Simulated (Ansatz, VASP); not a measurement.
# W: VASP beside Ansatz

```
W
1.0
     0.00000    1.98675    1.98675
     1.98675    0.00000    1.98675
     1.98675    1.98675    0.00000
W
1
Cartesian
  0.0000 0.0000 0.0000
```

Alike in both runs: functional LDA; k mesh 13 × 13 × 13; no spin polarisation.

Ansatz relaxed the structure, and its values are those at the end. VASP's run is a single point on that final structure, the one shown.

|  | VASP | Ansatz |
| --- | --- | --- |
| version | VASP 6.6.1 | Ansatz 0.2.0 |
| potentials or method | VASP PAW LDA potentials, release 64 (W_sv), cutoff 520 eV | plane waves, PAW |
| occupations | methfessel-paxton of order 1, width 0.05 eV | cold, width 0.05 eV |
| valence electrons in the cell | 14 | 14 |

Ansatz gave:

```
pressure (GPa) : 0.0
```

Q: What did VASP give for the same quantities?

A: Pressure (GPa): 1.8.

LDA's correlation is that of Perdew and Zunger in VASP and of Perdew and Wang (1992) in Ansatz.

Spin-orbit coupling is off throughout.
